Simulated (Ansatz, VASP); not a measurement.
# ScAl in VASP and in Ansatz

Contents of INCAR:

```
SYSTEM = ScAl
  PREC = Accurate
  ENCUT = 520
  EDIFF = 1E-6
  ISMEAR = 0
  SIGMA = 0.15
  LREAL = .FALSE.
  LASPH = .TRUE.
  NELM = 150
  ALGO = Normal
  ISIF = 2
  LWAVE = .FALSE.
  LCHARG = .FALSE.
  LMAXMIX = 4
  LDAU = .TRUE.
  LDAUTYPE = 2
  LDAUL = 2 -1
  LDAUU = 3 0
  LDAUJ = 0 0
  LDAUPRINT = 1
  NBANDS = 14
```

KPOINTS

```
regular mesh
0
G
  14 14 14
  0 0 0
```

The input POSCAR:

```
ScAl
1.0
    3.2692385009      0.0000000000      0.0000000000
    0.0000000000      3.2692385009      0.0000000000
    0.0000000000      0.0000000000      3.2692385009
Sc Al
1 1
Direct
    0.5000000000      0.5000000000      0.5000000000
    0.0000000000      0.0000000000      0.0000000000
```

Input for Ansatz:

```yaml
crystal:
  lattice:
    - [3.2692385009, 0.0, 0.0]
    - [0.0, 3.2692385009, 0.0]
    - [0.0, 0.0, 3.2692385009]
  atoms:
    - { symbol: Sc, position: [0.5, 0.5, 0.5] }
    - { symbol: Al, position: [0.0, 0.0, 0.0] }
basis:
  ecutwfc: 420
kpoints:
  mp_grid: { grid: [14, 14, 14] }
hamiltonian:
  xc: lda
  hubbard: { sites: [{ species: Sc, l: d, u_eff: 3.0 }], double_counting: fll }
scf:
  occupations: { method: gaussian, width: 0.15 }
output:
  forces: true
  eigenvalues: true
  stress: true
```

Alike in both runs: task single point; functional LDA; k mesh 14 × 14 × 14; occupations gaussian, width 0.15 eV; no spin polarisation; Hubbard terms Sc d U = 3.0 eV.

|  | VASP | Ansatz |
| --- | --- | --- |
| version | VASP 6.6.1 | Ansatz 0.2.0 |
| potentials or method | VASP PAW LDA potentials, release 64 (Sc_sv, Al), cutoff 520 eV | scalar-relativistic, plane waves, PAW |
| valence electrons in the cell | 14 | 14 |

Ansatz gave:

| Quantity | Value |
| --- | --- |
| gap on the k mesh at the Fermi level (eV) | none |
| pressure (GPa) | 7.6 |

Q: Estimate VASP's values.

A: gap on the k mesh at the Fermi level (eV): none; pressure (GPa): 8.7.

LDA's correlation is that of Perdew and Zunger in VASP and of Perdew and Wang (1992) in Ansatz. The programs project onto different local orbitals, so the same U acts differently, and such runs can settle in different states. A gap of «none» marks a metal or a gap that the smearing closes. Ansatz's warnings: filled band counts differ across k points.
